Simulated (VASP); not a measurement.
Set up this calculation in VASP 6.6.1, as the native input.

```
Task                   : single point
Functional             : PBE
Potentials or basis    : VASP PAW PBE potentials, release 64 (Bi_d, Se)
Cutoff                 : 520 eV
k mesh                 : 8 × 8 × 8
Occupations            : fermi-dirac, width 0.02 eV
Spin                   : no spin polarisation
Dipole correction      : no
Further INCAR settings : ALGO = Normal; EDIFF = 1e-07; NBANDS = 32
```

The structure of Bi2Se3 lies in POSCAR:

```
Bi2Se3
1.0
    1.9883362263      1.1479664555     10.1658081165
   -1.9883362263      1.1479664555     10.1658081165
    0.0000000000     -2.2959329110     10.1658081165
Bi Se
2 3
Direct
    0.3988557224      0.3988557224      0.3988557224
    0.6011442776      0.6011442776      0.6011442776
    0.2141066929      0.2141066929      0.2141066929
    0.7858933071      0.7858933071      0.7858933071
    0.0000000000      0.0000000000      0.0000000000
```

This cell differs from its parent crystal: epitaxial xy strain -4.0%.

The input as run:

INCAR

```
PREC = Accurate
ENCUT = 520
EDIFF = 1E-7
ISMEAR = -1
SIGMA = 0.02
LREAL = F
LASPH = T
NELM = 60
ALGO = Normal
ISIF = 2
LWAVE = F
LCHARG = T
GGA = PE
LELF = T
LVHAR = T
NBANDS = 32
```

KPOINTS

```
Automatic mesh
0
Gamma
  8 8 8
```

Potentials or basis: VASP PAW PBE potentials, release 64 (Bi_d, Se).

Launch:

```bash
$ cat potpaw_PBE.64/Bi_d/POTCAR potpaw_PBE.64/Se/POTCAR > POTCAR
$ mpirun -np 1 vasp_std > vasp.out
```

It gave:

```yaml
Pressure: 4.9 GPa
Largest_force: 0.208 eV/Å
Band_gap_on_the_k_mesh: 0.60 eV
```

Caveat: the cell differs from its parent crystal (epitaxial xy strain -4.0%); the cell stands under pressure; spin-orbit coupling is left out, which moves the levels of the heavy elements.

Run time: 52 min on 1 thread of Intel Xeon 8259CL, on a shared host, peak memory 1.1 GiB.
